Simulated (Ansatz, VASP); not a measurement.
This is a calculation of Ni for Ansatz 0.2.0.

File input.yaml:

```yaml
crystal:
  lattice:
    - [2.4480228978, 0.0, 0.0]
    - [-1.2240114489, 2.1200500186, 0.0]
    - [0.0, 0.0, 4.07280757]
  atoms:
    - { symbol: Ni, position: [0.6666666667, 0.3333333333, 0.75], spin: 1.0 }
    - { symbol: Ni, position: [0.3333333333, 0.6666666667, 0.25], spin: 1.0 }
hamiltonian:
  xc: pbesol
  pseudopotentials: { kind: paw }
magnetization:
  spin_polarized: true
  initial_magnetization: 2.0
  spin_locking: { lock_magnetization: hard }
kpoints:
  mp_grid: { grid: [10, 10, 6] }
scf:
  occupations: { method: fermi_dirac, width: 0.05 }
  lower_state_search: "off"
output:
  forces: true
  stress: true
  eigenvalues: true
```

Potentials or basis: Ansatz PAW.

Launch:

```console
$ ansatz run input.yaml --threads 2 --pin off --max-ram 5632MiB --backend cpu --events-out ev --progress --plain --runs-dir out
```

Task: Translate it to VASP 6.6.1. Potentials there: VASP PAW PBE potentials, release 64 (Ni_sv_GW).

Result: As run (the cutoff follows the program's own potentials):

File INCAR:

```
SYSTEM = Ni
ALGO = Normal ; EDIFF = 1E-6
ENCUT = 590 ; GGA = PS
GGA_COMPAT = .False. ; ISIF = 2
ISMEAR = -1 ; ISPIN = 2
LASPH = .True. ; LCHARG = .False.
LMAXMIX = 4 ; LORBIT = 11
LREAL = .False. ; LWAVE = .False.
MAGMOM = 1 1 ; NBANDS = 29
NELM = 200 ; NUPDOWN = 2.0
PREC = Accurate ; SIGMA = 0.05
```

Contents of KPOINTS:

```
k-points
0
Gamma
  10 10 6
  0 0 0
```

Contents of POSCAR:

```
Ni
1.0
    2.4480228978      0.0000000000      0.0000000000
   -1.2240114489      2.1200500186      0.0000000000
    0.0000000000      0.0000000000      4.0728075700
Ni
2
Direct
    0.6666666667      0.3333333333      0.7500000000
    0.3333333333      0.6666666667      0.2500000000
```

Potentials or basis: VASP PAW PBE potentials, release 64 (Ni_sv_GW).

Run with:

```bash
$ cat potpaw_PBE.64/Ni_sv_GW/POTCAR > POTCAR
$ mpirun -np 1 vasp_std > vasp.out
```

Both were run:

|  | VASP | Ansatz | Ansatz less VASP |
| --- | --- | --- | --- |
| pressure (GPa) | -3.9 | 0.1 | +4.06 |
| traceless stress, the component that is largest in VASP (GPa) | -3.89 | -3.87 | +0.017 |
| net moment per atom (μB) | 1.00 | 1.00 | 0.000 |
| size of the moment on the site where the two differ most (μB) | 1.01 | 1.01 | -0.001 |

VASP's potentials were made for PBE, not for PBEsol. Site moments also hang on the region over which each program counts them. With one functional, cell and mesh, what is left measures potentials, basis and numerics.
